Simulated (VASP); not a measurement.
Runs of VASP 6.6.1 on CdS. The structure is that of space group Cm (No. 8), or close to it. The cells are those of the table. 

```tsv
cell	gap on the mesh (eV)	pressure (GPa)	largest force (eV/Å)
a = 4.197, b = 4.197, c = 13.709 Å, angles 85.6, 85.6, 60.0°, 8 atoms	0.91	-0.2	(a)
a = 4.197, b = 4.197, c = 14.299 Å, angles 72.9, 79.4, 60.0°, 8 atoms	1.02	0.1	0.36
a = 4.197, b = 4.197, c = 14.337 Å, angles 73.0, 77.3, 60.0°, 8 atoms	0.84	-0.1	0.74
a = 4.197, b = 4.197, c = 14.299 Å, angles 75.1, 75.1, 60.0°, 8 atoms	0.53	-0.2	(b)
a = 4.197, b = 4.197, c = 13.776 Å, angles 83.4, 83.4, 60.0°, 8 atoms	0.69	-0.4	0.59
```

Alike in all rows: task single point; level PBE; potentials or basis VASP PAW PBE potentials, release 64 (Cd, S); no spin polarisation; k mesh 7 × 7 × 2; cutoff (eV) 520; smearing gaussian 0.05 eV.

Q: Estimate the missing entries.

A: (a) 0.61; (b) 0.43.

A k mesh can miss the band edges, and the runs leave out spin-orbit coupling on Cd.
